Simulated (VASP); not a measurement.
# SrC8 (P1) in VASP: relaxation of cell and atoms with PBE+D3(BJ)

Aim: the relaxation of cell and atoms of SrC8 with PBE+D3(BJ).

Everything below comes from runs of VASP 6.6.1. Logs are shortened: lines on timing, memory, paths and dates and some standing lists are left out, and cuts for length are marked.

## Step 1: The cell of the first run

The typed cell holds 9 atoms: a = 4.838 Å, b = 4.985 Å, c = 4.933 Å, α = 119.66°, β = 90.21°, γ = 89.97°.

## Step 2: Relaxation of cell and atoms, PBE+D3(BJ)

INCAR

```
SYSTEM = SrC8
ALGO = Normal
EDIFF = 1E-6
EDIFFG = -0.025
ENCUT = 600
GGA = PE
IBRION = 2
ISIF = 3
ISMEAR = 0
IVDW = 12
LASPH = .True.
LCHARG = .False.
LREAL = .False.
LWAVE = .False.
NELM = 100
NSW = 80
PREC = Accurate
SIGMA = 0.2
```

KPOINTS

```
k-points
0
Gamma
  4 6 6
  0 0 0
```

POSCAR

```
SrC8
1.0
    0.0014611917     -0.0093743200      4.8376804325
    4.9844289701      0.0296209693      0.0015125587
   -2.4665619732      4.2720362236     -0.0091600747
Sr C
1 8
Direct
    0.4867878767     -0.0043922417      0.0042123613
    0.0102982449      0.3114773364      0.6646980953
    0.0109115976      0.3648304808      0.2208356807
   -0.0165168556      0.8280620717      0.6280871486
    0.0100575329      0.8086383208      0.1441884083
    1.0080448049      0.1896360047      0.8342653368
   -0.0083171435      0.1824863035      0.3264567360
   -0.0132014781      0.6676159441      0.8323081786
    0.0119354201      0.6516457796      0.3449480544
```

Potentials or basis: VASP PAW PBE potentials, release 64 (Sr_sv, C).

Run with:

```sh
$ cat potpaw_PBE.64/Sr_sv/POTCAR potpaw_PBE.64/C/POTCAR > POTCAR
$ mpirun -np 1 vasp_std > vasp.out
```

OUTCAR:

```text
SYSTEM = SrC8
   EDIFF = 1E-6
   EDIFFG = -0.025
   ENCUT = 600
   GGA = PE
   IBRION = 2
   ISIF = 3
   ISMEAR = 0
   IVDW = 12
   LASPH = .True.
   LREAL = .False.
   NELM = 100
   NSW = 80
   PREC = Accurate
 IVDW          = 12

 ion  position               nearest neighbor table
   1  0.487  0.996  0.004-   5 2.70   7 2.77   6 2.79   8 2.80   7 2.81   8 2.81   3 2.81   5 2.89
                             4 2.90   4 2.92   6 2.97   3 3.00
   2  0.010  0.311  0.665-   6 1.25   7 1.46   8 1.55
   3  0.011  0.365  0.221-   9 1.25   7 1.26   6 1.66   1 2.81   1 3.00
   4  0.983  0.828  0.628-   9 1.24   8 1.57   6 1.58   1 2.90   1 2.92
   5  0.010  0.809  0.144-   8 1.34   9 1.54   7 1.62   1 2.70   1 2.89
   6  0.008  0.190  0.834-   2 1.25   4 1.58   3 1.66   1 2.79   1 2.97
   7  0.992  0.182  0.326-   3 1.26   2 1.46   5 1.62   1 2.77   1 2.81
   8  0.987  0.668  0.832-   5 1.34   2 1.55   4 1.57   1 2.80   1 2.81
   9  0.012  0.652  0.345-   4 1.24   3 1.25   5 1.54

  LATTYP: Found a triclinic cell.
 ALAT       =     4.9329813876
 B/A-ratio  =     1.0104178217
 C/A-ratio  =     0.9806827465
 COS(alpha) =     0.0030540676
 COS(beta)  =     0.0036860630
 COS(gamma) =     0.4948154200

  Lattice vectors:

 A1 = (  -2.4665619732,   4.2720362236,  -0.0091600747)
 A2 = (   2.5178669969,   4.3016571929,  -0.0076475160)
 A3 = (  -0.0014611917,   0.0093743200,  -4.8376804325)

Analysis of symmetry for initial positions (statically):
=====================================================================
 Subroutine PRICEL returns:
 Original cell was already a primitive cell.

 Routine SETGRP: Setting up the symmetry group for a
 triclinic supercell.

 Subroutine GETGRP returns: Found  1 space group operations
 (whereof  1 operations were pure point group operations)
 out of a pool of  2 trial point group operations.

The static configuration has the point symmetry C_1 .

Analysis of symmetry for dynamics (positions and initial velocities):
=====================================================================
 Subroutine PRICEL returns:
 Original cell was already a primitive cell.

 Routine SETGRP: Setting up the symmetry group for a
 triclinic supercell.

 Subroutine GETGRP returns: Found  1 space group operations
 (whereof  1 operations were pure point group operations)
 out of a pool of  2 trial point group operations.

The dynamic configuration has the point symmetry C_1 .

 Subroutine INISYM returns: Found  1 space group operations
 (whereof  1 operations are pure point group operations),
 and found     1 'primitive' translations

----------------------------------------------------------------------------------------

                                     Primitive cell

  volume of cell :     103.3650

  direct lattice vectors                    reciprocal lattice vectors
     0.001461192 -0.009374320  4.837680433    -0.000065138  0.000405620  0.206711442
     4.984428970  0.029620969  0.001512559     0.199938714  0.115439734  0.000163306
    -2.466561973  4.272036224 -0.009160075    -0.001386456  0.233280879  0.000452464

  length of vectors
     4.837689736  4.984517213  4.932981388     0.206711850  0.230871930  0.233285438

  position of ions in fractional coordinates (direct lattice)
     0.486787877  0.995607758  0.004212361
     0.010298245  0.311477336  0.664698095
     0.010911598  0.364830481  0.220835681
     0.983483144  0.828062072  0.628087149
     0.010057533  0.808638321  0.144188408
     0.008044805  0.189636005  0.834265337
     0.991682856  0.182486303  0.326456736
     0.986798522  0.667615944  0.832308179
     0.011935420  0.651645780  0.344948054

  ion indices of the primitive-cell ions
   primitive index   ion index
                 1           1
                 2           2
                 3           3
                 4           4
                 5           5
                 6           6
                 7           7
                 8           8
                 9           9

----------------------------------------------------------------------------------------

 KPOINTS: k-points

Automatic generation of k-mesh.
 Grid dimensions read from file:
 generate k-points for:    4    6    6

 Generating k-lattice:

  Cartesian coordinates                     Fractional coordinates (reciprocal lattice)
    -0.000016285  0.000101405  0.051677860     0.250000000  0.000000000  0.000000000
     0.033323119  0.019239956  0.000027218     0.000000000  0.166666667 -0.000000000
    -0.000231076  0.038880147  0.000075411     0.000000000  0.000000000  0.166666667

  Length of vectors
     0.051677963  0.038478655  0.038880906

  Shift w.r.t. Gamma in fractional coordinates (k-lattice)
     0.000000000  0.000000000  0.000000000

 Subroutine IBZKPT returns following result:
 ===========================================

 Found     76 irreducible k-points:

 Following reciprocal coordinates:
            Coordinates               Weight
  0.000000  0.000000  0.000000      1.000000
  0.250000  0.000000 -0.000000      2.000000
  0.500000  0.000000 -0.000000      1.000000
  0.000000  0.166667  0.000000      2.000000
  0.250000  0.166667  0.000000      2.000000
  0.500000  0.166667 -0.000000      2.000000
[... 16 lines left out ...]
  0.000000  0.333333  0.166667      2.000000
  0.250000  0.333333  0.166667      2.000000
 [... further k-points ...]
   k-points           NKPTS =     76   k-points in BZ     NKDIM =     76   number of bands    NBANDS=     26
   number of dos      NEDOS =    301   number of ions     NIONS =      9
   total plane-waves  NPLWV =  64000
   dimension x,y,z NGX =    40 NGY =   40 NGZ =   40
   dimension x,y,z NGXF=    80 NGYF=   80 NGZF=   80
   ions per type =               1   8
   NGX,Y,Z   is equivalent  to a cutoff of  13.75, 13.34, 13.48 a.u.
   NGXF,Y,Z  is equivalent  to a cutoff of  27.49, 26.68, 26.96 a.u.
 SYSTEM =  SrC8
   PREC   = accura    normal or accurate (medium, high low for compatibility)
   ISTART =      0    job   : 0-new  1-cont  2-samecut
   ICHARG =      2    charge: 1-file 2-atom 10-const
   ISPIN  =      1    spin polarized calculation?
   LNONCOLLINEAR =      F non collinear calculations
   LSORBIT =      F    spin-orbit coupling
   LASPH  =      T    aspherical Exc in radial PAW
   ENCUT  =  600.0 eV  44.10 Ry    6.64 a.u.   9.66  9.96  9.85*2*pi/ulx,y,z
   NELM   =    100;   NELMIN=  2; NELMDL= -5     # of ELM steps
   EDIFF  = 0.1E-05   stopping-criterion for ELM
   LREAL  =      F    real-space projection
   EDIFFG = -.3E-01   stopping-criterion for IOM
   NSW    =     80    number of steps for IOM
   IBRION =      2    ionic relax: 0-MD 1-quasi-New 2-CG
   NFREE  =      1    steps in history (QN), initial steepest desc. (CG)
   ISIF   =      3    stress and relaxation
   ISYM   =      2    0-nonsym 1-usesym 2-fastsym
   POTIM  = 0.5000    time-step for ionic-motion
   TEBEG  =    0.0;   TEEND  =   0.0 temperature during run
   PSTRESS=    0.0 pullay stress
   NELECT =      42.0000    total number of electrons
   NUPDOWN=      -1.0000    fix difference up-down
   EMIN   =  10.00;   EMAX   =-10.00  energy-range for DOS
   EFERMI =   0.00;   METHOD = LEGACY
   ISMEAR =     0;   SIGMA  =   0.20  broadening in eV -4-tet -1-fermi 0-gaus
   EFERMI_NEDOS =   21; number of points for ismear=-14 and -15
   IALGO  =     38    algorithm
   IMIX   =      4    mixing-type and parameters
     AMIX     =   0.40;   BMIX     =  1.00
     AMIX_MAG =   1.60;   BMIX_MAG =  1.00
  volume/ion in A,a.u.               =      11.48        77.50
  Fermi-wavevector in a.u.,A,eV,Ry     =   1.212551  2.291390 20.004383  1.470281
  Thomas-Fermi vector in A             =   2.348032
   LORBIT       =      0    0 simple, 1 ext, 2 COOP (PROOUT), +10 PAW based schemes
   GGA     = PE    functional components
   LHFCALC =     F    Hartree Fock is set to
   AEXX    =    0.0000 exact exchange contribution
   IVDW    =    12    specifies the selected vdW correction
   LEPSILON=     F    determine dielectric tensor
   LRPA    =     F    only Hartree local field effects (RPA)
 conjugate gradient relaxation of ions
 non-spin polarized calculation
 Gauss-broadening in eV      SIGMA  =   0.20
  energy-cutoff  :      600.00
  volume of cell :      103.36
 maximum number of plane-waves:      3479
 NGX is ok and might be reduce to    40
   NGX = 19   NGY = 19   NGZ = 19

--------------------------------------- Ionic step        1  -------------------------------------------

 number of electron      41.9999999 magnetization

 Free energy of the ion-electron system (eV)
  ---------------------------------------------------
  ext. energy  EPLUGINS =         0.00000000
  ---------------------------------------------------
  free energy    TOTEN  =       -70.50198877 eV

  energy without entropy =      -70.47051297  energy(sigma->0) =      -70.48625087

------------------------ aborting loop because EDIFF is reached ----------------------------------------

 Edisp (eV)   -1.32057

 E8    (eV) :    -0.4912

  FORCE on cell =-STRESS in cart. coord.  units (eV):
  Direction    XX          YY          ZZ          XY          YZ          ZX
  --------------------------------------------------------------------------------------
  -------------------------------------------------------------------------------------
  Total      17.74799    17.53507    -0.56615    -2.61659    -2.33792     1.42507
  in kB     275.09736   271.79702    -8.77549   -40.55773   -36.23821    22.08883
  external pressure =      179.37 kB  Pullay stress =        0.00 kB
[... 28 lines left out ...]
  energy  without entropy=      -71.7910866143  energy(sigma->0) =      -71.80682451

--------------------------------------- Ionic step        2  -------------------------------------------

 number of electron      42.0000001 magnetization

 E-fermi :   3.6997     XC(G=0):  -8.6712

 val. band max:        3.6979568845   @ k =  -0.0000  -0.3333   0.1667
 cond. band min:       3.7111900312   @ k =  -0.2500   0.1667   0.1667
 fundamental gap:      0.0132331467
 Fermi energy:         3.6996509245

 k-point     1 :       0.0000    0.0000    0.0000
  band No.  band energies     occupation
      1     -33.0620      2.00000
      2     -17.1004      2.00000
      3     -16.0755      2.00000
      4     -15.3055      2.00000
      5     -15.0934      2.00000
      6     -14.9138      2.00000
[... 685 lines left out ...]
     25       6.2583      0.00000
     26       7.0129      0.00000

 [... further k-points ...]

------------------------ aborting loop because EDIFF is reached ----------------------------------------

 Edisp (eV)   -1.17394

 E8    (eV) :    -0.4317

  FORCE on cell =-STRESS in cart. coord.  units (eV):
  Direction    XX          YY          ZZ          XY          YZ          ZX
  --------------------------------------------------------------------------------------
  -------------------------------------------------------------------------------------
  Total      84.97051    69.38290     0.35450    27.58444     2.51389     1.90085
  in kB    1103.06075   900.70722     4.60199   358.09269    32.63448    24.67622
  external pressure =      669.46 kB  Pullay stress =        0.00 kB
[... 71 lines left out ...]
  FREE ENERGIE OF THE ION-ELECTRON SYSTEM (eV)
  ---------------------------------------------------
  free  energy   TOTEN  =       -75.4826569667 eV

  energy  without entropy=      -75.4474551329  energy(sigma->0) =      -75.46505605

[... ionic steps 4 to 26 ...]

--------------------------------------- Ionic step       27  -------------------------------------------

 number of electron      42.0000000 magnetization

------------------------ aborting loop because EDIFF is reached ----------------------------------------

 Edisp (eV)   -1.30952

 E8    (eV) :    -0.4862
[... 83 lines left out ...]
  energy  without entropy=      -77.0304937048  energy(sigma->0) =      -77.04355013

--------------------------------------- Ionic step       29  -------------------------------------------

 number of electron      42.0000000 magnetization

 Free energy of the ion-electron system (eV)
  ---------------------------------------------------
  ext. energy  EPLUGINS =         0.00000000
  ---------------------------------------------------
  free energy    TOTEN  =       -75.74738869 eV

  energy without entropy =      -75.72127030  energy(sigma->0) =      -75.73432949

 E-fermi :   5.5260     XC(G=0):  -9.6802

 val. band max:        5.5048716452   @ k =   0.0000   0.0000   0.0000
 cond. band min:       5.5299888305   @ k =   0.5000  -0.3333   0.3333
 fundamental gap:      0.0251171854
 Fermi energy:         5.5260059855

 k-point     1 :       0.0000    0.0000    0.0000
  band No.  band energies     occupation
      1     -31.0375      2.00000
      2     -15.0417      2.00000
      3     -13.2400      2.00000
      4     -13.2043      2.00000
      5     -13.2042      2.00000
      6      -9.7980      2.00000
[... 685 lines left out ...]
     25       8.9573      0.00000
     26       9.3550      0.00000

 [... further k-points ...]

------------------------ aborting loop because EDIFF is reached ----------------------------------------

 Edisp (eV)   -1.30930

 E8    (eV) :    -0.4861

  FORCE on cell =-STRESS in cart. coord.  units (eV):
  Direction    XX          YY          ZZ          XY          YZ          ZX
  --------------------------------------------------------------------------------------
  -------------------------------------------------------------------------------------
  Total      -0.06304    -0.01907    -0.00852    -0.01122     0.03797     0.00658
  in kB      -0.96952    -0.29329    -0.13106    -0.17250     0.58391     0.10125
  external pressure =       -0.46 kB  Pullay stress =        0.00 kB
[... 24 lines left out ...]
  FREE ENERGIE OF THE ION-ELECTRON SYSTEM (eV)
  ---------------------------------------------------
  free  energy   TOTEN  =       -77.0566900307 eV

  energy  without entropy=      -77.0305716490  energy(sigma->0) =      -77.04363084

 reached required accuracy - stopping structural energy minimisation
```

It took 42 min on 1 thread of Intel Xeon Platinum 8559C (Emerald Rapids), shared host; peak memory 0.41 GiB.

Results:

| Item | Value |
| --- | --- |
| Free energy | -77.0567 eV |
| Relaxed volume | 11.57 Å³/atom |
| Relaxed cell | a = 4.839 Å, b = 4.986 Å, c = 4.986 Å, α = 120.00°, β = 90.23°, γ = 90.05° |
| Space group after relaxing (to 0.1 Å) | P6/mmm (No. 191) |
| Pressure after relaxing | 0.0 GPa |
| Largest force after relaxing | 0.023 eV/Å |
| Band gap on the k mesh | zero (bands 21 and 22 overlap by 1.63 eV) |
| Dispersion energy per atom | -0.145 eV |

Forces on the atoms (eV/Å):
```
Sr   0.018 -0.008 -0.011
C    0.006 -0.009  0.003
C   -0.009  0.005 -0.003
C   -0.004  0.004  0.011
C   -0.016  0.007 -0.005
C   -0.004  0.002 -0.004
C    0.001  0.009 -0.004
C   -0.007 -0.002  0.001
C    0.016 -0.011  0.012
```

Final structure:
```
Sr C
1.0
    -0.00214   -0.01242    4.83913
     4.98600    0.00009   -0.00227
    -2.49280    4.31753   -0.00989
Sr C
1 8
Cartesian
  4.9767 -0.0027 2.4194
  -0.0010 2.8657 4.8309
  1.2523 0.7217 -0.0010
  2.4921 2.8602 4.8278
  3.7360 0.7220 -0.0024
  -1.2428 3.5824 4.8305
  0.0011 1.4441 -0.0012
  1.2409 3.5824 4.8283
  2.4917 1.4265 4.8319
```

Levels at points of the mesh, in eV from the Fermi level:
```csv
k point,band 17,band 18,band 19,band 20,band 21,band 22,band 23,band 24,band 25,band 26
"(0.00, 0.00, 0.00)",-4.61,-4.18,-4.18,-3.57,-0.89,-0.02,-0.02,0.58,2.43,2.43
"(0.50, 0.00, 0.00)",-4.17,-3.92,-3.92,-3.75,-1.08,-0.96,-0.96,1.48,3.95,3.95
"(0.00, 0.50, 0.00)",-6.15,-6.14,-4.93,-3.97,0.65,0.73,1.07,1.60,3.53,3.76
"(0.50, 0.50, 0.00)",-6.17,-6.13,-4.49,-4.31,0.37,1.18,1.94,3.14,3.27,3.49
"(0.00, 0.00, 0.50)",-6.15,-6.14,-4.93,-3.97,0.64,0.73,1.07,1.60,3.53,3.76
"(0.50, 0.00, 0.50)",-6.17,-6.14,-4.49,-4.31,0.37,1.18,1.94,3.14,3.27,3.49
"(0.00, 0.50, 0.50)",-6.15,-6.14,-4.93,-3.97,0.65,0.73,1.07,1.60,3.53,3.76
"(0.50, 0.50, 0.50)",-6.17,-6.14,-4.49,-4.31,0.37,1.18,1.94,3.14,3.27,3.49
```
